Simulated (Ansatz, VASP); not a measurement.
# Ni: VASP beside Ansatz

Contents of INCAR:

```
SYSTEM = Ni
PREC = Accurate
ENCUT = 520
EDIFF = 1E-7
ISMEAR = -1
SIGMA = 0.1
LREAL = .FALSE.
LASPH = .TRUE.
NELM = 150
ALGO = Normal
ISIF = 2
LWAVE = .FALSE.
LCHARG = .FALSE.
ISPIN = 2
MAGMOM = 0.607
LORBIT = 11
LMAXMIX = 4
GGA = CA
NBANDS = 15
```

Contents of KPOINTS:

```
Automatic mesh
0
G
  16 16 16
  0 0 0
```

File POSCAR:

```
Ni
1.0
    0.0000000000      1.7124646296      1.7124646296
    1.7124646296      0.0000000000      1.7124646296
    1.7124646296      1.7124646296      0.0000000000
Ni
1
Direct
    0.0000000000      0.0000000000      0.0000000000
```

Input for Ansatz:

```yaml
crystal:
  lattice:
    - [0.0, 1.7124646296, 1.7124646296]
    - [1.7124646296, 0.0, 1.7124646296]
    - [1.7124646296, 1.7124646296, 0.0]
  atoms:
    - { symbol: Ni, position: [0.0, 0.0, 0.0], spin: 0.607 }
hamiltonian:
  xc: lda
  pseudopotentials:
    kind: paw
    azcp:
      Ni: "pseudopotentials/Ni.paw.azcp"
basis:
  ecutwfc: 420
  fft_grid_basis: typed
kpoints:
  mp_grid: { grid: [16, 16, 16], shift: [0, 0, 0] }
magnetization:
  spin_polarized: true
scf:
  occupations: { method: fermi_dirac, width: 0.1 }
  lower_state_search: "off"
output:
  stress: true
```

Alike in both runs: task single point; functional LDA; k mesh 16 × 16 × 16; occupations fermi-dirac, width 0.1 eV; collinear spin.

|  | VASP | Ansatz |
| --- | --- | --- |
| version | VASP 6.6.1 | Ansatz 0.2.0 |
| potentials or method | VASP PAW LDA potentials, release 64 (Ni), cutoff 520 eV | plane waves (420 eV) with PAW, scalar-relativistic |
| valence electrons in the cell | 10 | 18 |

|  | VASP | Ansatz | Ansatz less VASP |
| --- | --- | --- | --- |
| pressure (GPa) | -0.2 | -0.1 | +0.12 |
| net moment per atom (μB) | 0.55 | 0.57 | +0.016 |
| size of the moment on the site where the two differ most (μB) | 0.55 | 0.59 | +0.041 |

Ansatz warns that its potentials were made for another functional, while VASP's fit it. LDA's correlation is that of Perdew and Zunger in VASP and of Perdew and Wang (1992) in Ansatz. Site moments also hang on the region over which each program counts them. VASP's potentials hold 10 valence electrons a cell and Ansatz's 18, so a difference there can come from the potentials and not from the codes.
